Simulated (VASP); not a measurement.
# InP in VASP: single point with PBEsol

Aim: the single point of InP with PBEsol.

Program: VASP 6.6.1. These are calculated values, not measurements. Logs are shortened: lines on timing, memory, paths and dates and some standing lists are left out, and cuts for length are marked.

## (1) The cell of the first run

The cell holds a wire or tube with vacuum around it, 8 atoms: a = 11.200 Å, b = 13.200 Å, c = 9.455 Å, α = 90.00°, β = 90.00°, γ = 90.00°.

## (2) Single point, PBEsol

File INCAR:

```
PREC = Accurate
ENCUT = 520
EDIFF = 1E-6
ISMEAR = 0
SIGMA = 0.05
LREAL = False
LASPH = True
NELM = 100
ALGO = Normal
ISIF = 2
LWAVE = False
LCHARG = True
GGA = PS
LELF = True
LVHAR = True
NBANDS = 46
```

File KPOINTS:

```
regular mesh
0
Gamma
  1 1 6
```

File POSCAR:

```
InP
1.0
   11.2000000000      0.0000000000      0.0000000000
    0.0000000000     13.2000000000      0.0000000000
    0.0000000000      0.0000000000      9.4554973221
In P
4 4
Direct
    0.5994947362      0.5000000000      0.0000000000
    0.4005052638      0.5000000000      0.3333333333
    0.5000000000      0.6462193416      0.6666666667
    0.5000000000      0.3537806584      0.6666666667
    0.4005052638      0.5000000000      0.8333333333
    0.5994947362      0.5000000000      0.5000000000
    0.5000000000      0.3537806584      0.1666666667
    0.5000000000      0.6462193416      0.1666666667
```

Potentials or basis: VASP PAW PBE potentials, release 64 (In_d, P).

Run with:

```console
> cat potpaw_PBE.64/In_d/POTCAR potpaw_PBE.64/P/POTCAR > POTCAR
> mpirun -np 1 vasp_std > vasp.out
```

OUTCAR:

```text
PREC = Accurate
   ENCUT = 520
   EDIFF = 1E-6
   ISMEAR = 0
   LREAL = False
   LASPH = True
   NELM = 100
   ISIF = 2
   GGA = PS

 ion  position               nearest neighbor table
   1  0.599  0.500  0.000-   5 2.73   7 2.73   8 2.73   2 3.86   4 3.86   3 3.86
   2  0.401  0.500  0.333-   6 2.73   7 2.73   8 2.73   1 3.86   4 3.86   3 3.86
   3  0.500  0.646  0.667-   5 2.73   6 2.73   1 3.86   2 3.86   4 3.86
   4  0.500  0.354  0.667-   5 2.73   6 2.73   1 3.86   2 3.86   3 3.86
   5  0.401  0.500  0.833-   1 2.73   3 2.73   4 2.73
   6  0.599  0.500  0.500-   2 2.73   3 2.73   4 2.73
   7  0.500  0.354  0.167-   2 2.73   1 2.73
   8  0.500  0.646  0.167-   2 2.73   1 2.73

  LATTYP: Found a simple orthorhombic cell.
 ALAT       =     9.4554973221
 B/A-ratio  =     1.1844961316
 C/A-ratio  =     1.3960132979

  Lattice vectors:

 A1 = (   0.0000000000,   0.0000000000,   9.4554973221)
 A2 = (  11.2000000000,   0.0000000000,   0.0000000000)
 A3 = (   0.0000000000,  13.2000000000,   0.0000000000)

Analysis of symmetry for initial positions (statically):
=====================================================================
 Subroutine PRICEL returns:
 Original cell was already a primitive cell.

 Routine SETGRP: Setting up the symmetry group for a
 simple orthorhombic supercell.

 Subroutine GETGRP returns: Found  4 space group operations
 (whereof  2 operations were pure point group operations)
 out of a pool of  8 trial point group operations.

The static configuration has the point symmetry C_1h.
 The point group associated with its full space group is C_2h.

Analysis of symmetry for dynamics (positions and initial velocities):
=====================================================================
 Subroutine PRICEL returns:
 Original cell was already a primitive cell.

 Routine SETGRP: Setting up the symmetry group for a
 simple orthorhombic supercell.

 Subroutine GETGRP returns: Found  4 space group operations
 (whereof  2 operations were pure point group operations)
 out of a pool of  8 trial point group operations.

The dynamic configuration has the point symmetry C_1h.
 The point group associated with its full space group is C_2h.

 Subroutine INISYM returns: Found  4 space group operations
 (whereof  2 operations are pure point group operations),
 and found     1 'primitive' translations

----------------------------------------------------------------------------------------

                                     Primitive cell

  volume of cell :    1397.9007

  direct lattice vectors                    reciprocal lattice vectors
    11.200000000  0.000000000  0.000000000     0.089285714  0.000000000  0.000000000
     0.000000000 13.200000000  0.000000000     0.000000000  0.075757576  0.000000000
     0.000000000  0.000000000  9.455497322     0.000000000  0.000000000  0.105758583

  length of vectors
    11.200000000 13.200000000  9.455497322     0.089285714  0.075757576  0.105758583

  position of ions in fractional coordinates (direct lattice)
     0.599494736  0.500000000  0.000000000
     0.400505264  0.500000000  0.333333333
     0.500000000  0.646219342  0.666666667
     0.500000000  0.353780658  0.666666667
     0.400505264  0.500000000  0.833333333
     0.599494736  0.500000000  0.500000000
     0.500000000  0.353780658  0.166666667
     0.500000000  0.646219342  0.166666667

  ion indices of the primitive-cell ions
   primitive index   ion index
                 1           1
                 2           2
                 3           3
                 4           4
                 5           5
                 6           6
                 7           7
                 8           8

----------------------------------------------------------------------------------------

 KPOINTS: regular mesh

Automatic generation of k-mesh.
 Grid dimensions read from file:
 generate k-points for:    1    1    6

 Generating k-lattice:

  Cartesian coordinates                     Fractional coordinates (reciprocal lattice)
     0.089285714  0.000000000  0.000000000     1.000000000  0.000000000  0.000000000
     0.000000000  0.075757576  0.000000000     0.000000000  1.000000000  0.000000000
     0.000000000  0.000000000  0.017626431     0.000000000  0.000000000  0.166666667

  Length of vectors
     0.089285714  0.075757576  0.017626431

  Shift w.r.t. Gamma in fractional coordinates (k-lattice)
     0.000000000  0.000000000  0.000000000

 Subroutine IBZKPT returns following result:
 ===========================================

 Found      4 irreducible k-points:

 Following reciprocal coordinates:
            Coordinates               Weight
  0.000000  0.000000  0.000000      1.000000
  0.000000  0.000000  0.166667      2.000000
  0.000000  0.000000  0.333333      2.000000
  0.000000  0.000000  0.500000      1.000000
   k-points           NKPTS =      4   k-points in BZ     NKDIM =      4   number of bands    NBANDS=     46
   number of dos      NEDOS =    301   number of ions     NIONS =      8
   total plane-waves  NPLWV = 576240
   dimension x,y,z NGX =    84 NGY =   98 NGZ =   70
   dimension x,y,z NGXF=   168 NGYF=  196 NGZF=  140
   ions per type =               4   4
   NGX,Y,Z   is equivalent  to a cutoff of  12.47, 12.34, 12.31 a.u.
   NGXF,Y,Z  is equivalent  to a cutoff of  24.94, 24.69, 24.61 a.u.
 SYSTEM =  unknown system
   PREC   = accura    normal or accurate (medium, high low for compatibility)
   ISTART =      0    job   : 0-new  1-cont  2-samecut
   ICHARG =      2    charge: 1-file 2-atom 10-const
   ISPIN  =      1    spin polarized calculation?
   LNONCOLLINEAR =      F non collinear calculations
   LSORBIT =      F    spin-orbit coupling
   LASPH  =      T    aspherical Exc in radial PAW
   ENCUT  =  520.0 eV  38.22 Ry    6.18 a.u.  20.82 24.54 17.58*2*pi/ulx,y,z
   NELM   =    100;   NELMIN=  2; NELMDL= -5     # of ELM steps
   EDIFF  = 0.1E-05   stopping-criterion for ELM
   LREAL  =      F    real-space projection
   EDIFFG = 0.1E-04   stopping-criterion for IOM
   NSW    =      0    number of steps for IOM
   IBRION =     -1    ionic relax: 0-MD 1-quasi-New 2-CG
   NFREE  =      0    steps in history (QN), initial steepest desc. (CG)
   ISIF   =      2    stress and relaxation
   ISYM   =      2    0-nonsym 1-usesym 2-fastsym
   POTIM  = 0.5000    time-step for ionic-motion
   TEBEG  =    0.0;   TEEND  =   0.0 temperature during run
   PSTRESS=    0.0 pullay stress
   NELECT =      72.0000    total number of electrons
   NUPDOWN=      -1.0000    fix difference up-down
   EMIN   =  10.00;   EMAX   =-10.00  energy-range for DOS
   EFERMI =   0.00;   METHOD = LEGACY
   ISMEAR =     0;   SIGMA  =   0.05  broadening in eV -4-tet -1-fermi 0-gaus
   EFERMI_NEDOS =   21; number of points for ismear=-14 and -15
   IALGO  =     38    algorithm
   IMIX   =      4    mixing-type and parameters
     AMIX     =   0.40;   BMIX     =  1.00
     AMIX_MAG =   1.60;   BMIX_MAG =  1.00
  volume/ion in A,a.u.               =     174.74      1179.19
  Fermi-wavevector in a.u.,A,eV,Ry     =   0.609107  1.151045  5.047915  0.371011
  Thomas-Fermi vector in A             =   1.664181
   LORBIT       =      0    0 simple, 1 ext, 2 COOP (PROOUT), +10 PAW based schemes
   GGA     = PS    functional components
   LHFCALC =     F    Hartree Fock is set to
   AEXX    =    0.0000 exact exchange contribution
   IVDW    =     0    specifies the selected vdW correction
   LEPSILON=     F    determine dielectric tensor
   LRPA    =     F    only Hartree local field effects (RPA)
 non-spin polarized calculation
 Gauss-broadening in eV      SIGMA  =   0.05
  energy-cutoff  :      520.00
  volume of cell :     1397.90
 maximum number of plane-waves:     37727
 NGX is ok and might be reduce to    84
   NGX = 41   NGY = 49   NGZ = 35

 number of electron      72.0000012 magnetization

 Free energy of the ion-electron system (eV)
  ---------------------------------------------------
  ext. energy  EPLUGINS =         0.00000000
  ---------------------------------------------------
  free energy    TOTEN  =       -24.87141387 eV

  energy without entropy =      -24.84614331  energy(sigma->0) =      -24.85877859

 E-fermi :  -3.3052     XC(G=0):  -2.4477

 val. band max:       -3.3232303209   @ k =   0.0000   0.0000   0.3333
 cond. band min:      -3.2946740531   @ k =   0.0000   0.0000   0.1667
 fundamental gap:      0.0285562678
 Fermi energy:        -3.3051872274

 k-point     1 :       0.0000    0.0000    0.0000
  band No.  band energies     occupation
      1     -17.5906      2.00000
      2     -17.5505      2.00000
      3     -17.5302      2.00000
      4     -17.5164      2.00000
      5     -17.5015      2.00000
      6     -17.4980      2.00000
[... 38 lines left out ...]
     45       0.3646      0.00000
     46       0.4299      0.00000

 k-point     2 :       0.0000    0.0000    0.1667
  band No.  band energies     occupation
      1     -17.5905      2.00000
      2     -17.5505      2.00000
      3     -17.5303      2.00000
      4     -17.5164      2.00000
      5     -17.5015      2.00000
      6     -17.4980      2.00000
[... 38 lines left out ...]
     45       0.4061      0.00000
     46       0.4607      0.00000

 k-point     3 :       0.0000    0.0000    0.3333
  band No.  band energies     occupation
      1     -17.5905      2.00000
      2     -17.5504      2.00000
      3     -17.5304      2.00000
      4     -17.5163      2.00000
      5     -17.5014      2.00000
      6     -17.4980      2.00000
[... 38 lines left out ...]
     45       0.4810      0.00000
     46       0.7442      0.00000

 k-point     4 :       0.0000    0.0000    0.5000
  band No.  band energies     occupation
      1     -17.5905      2.00000
      2     -17.5504      2.00000
      3     -17.5305      2.00000
      4     -17.5163      2.00000
      5     -17.5014      2.00000
      6     -17.4980      2.00000
[... 38 lines left out ...]
     45       0.5238      0.00000
     46       0.7634      0.00000

------------------------ aborting loop because EDIFF is reached ----------------------------------------

  FORCE on cell =-STRESS in cart. coord.  units (eV):
  Direction    XX          YY          ZZ          XY          YZ          ZX
  --------------------------------------------------------------------------------------
  -------------------------------------------------------------------------------------
  Total       -6.1326068     -8.0561834     -9.9190848      0.0000000      0.0000000      1.7485815
  in kB       -7.0287706     -9.2334414    -11.3685704      0.0000000      0.0000000      2.0041035
  external PRESSURE =      -9.2102608 kB  Pullay stress =       0.0000000 kB

 VOLUME and BASIS-vectors are now :
 -----------------------------------------------------------------------------
  energy-cutoff  :      520.00
  volume of cell :     1397.90
      direct lattice vectors                 reciprocal lattice vectors
    11.200000000  0.000000000  0.000000000     0.089285714  0.000000000  0.000000000
     0.000000000 13.200000000  0.000000000     0.000000000  0.075757576  0.000000000
     0.000000000  0.000000000  9.455497322     0.000000000  0.000000000  0.105758583

 POSITION                                       TOTAL-FORCE (eV/Angst)
 -----------------------------------------------------------------------------------
      6.71434      6.60000      0.00000        -1.574989      0.000000      0.990255
      4.48566      6.60000      3.15183         1.574989      0.000000     -0.990255
      5.60000      8.53010      6.30366         0.000000     -1.069940      0.000000
      5.60000      4.66990      6.30366         0.000000      1.069940      0.000000
      4.48566      6.60000      7.87958         1.135325      0.000000      0.203511
      6.71434      6.60000      4.72775        -1.135325      0.000000     -0.203511
      5.60000      4.66990      1.57592        -0.000000      1.001209      0.000000
      5.60000      8.53010      1.57592        -0.000000     -1.001209      0.000000
 -----------------------------------------------------------------------------------
    total drift:                               -0.000002     -0.000000      0.000105

  FREE ENERGIE OF THE ION-ELECTRON SYSTEM (eV)
  ---------------------------------------------------
  free  energy   TOTEN  =       -24.8714138694 eV

  energy  without entropy=      -24.8461433060  energy(sigma->0) =      -24.85877859
```

Wall time 20 min (1 thread of Intel Xeon 8259CL, shared host); peak memory 1.1 GiB.

What came out:

* Free energy: -24.8714 eV
* Largest force: 1.860 eV/Å

Forces on the atoms (eV/Å):
```
In  -1.575  0.000  0.990
In   1.575  0.000 -0.990
In   0.000 -1.070  0.000
In   0.000  1.070  0.000
P    1.135  0.000  0.204
P   -1.135  0.000 -0.204
P    0.000  1.001  0.000
P    0.000 -1.001  0.000
```

Caveat: the PAW data sets were made with another functional, which shifts forces and pressure a little; spin-orbit coupling is left out, which moves the levels of the heavy elements.
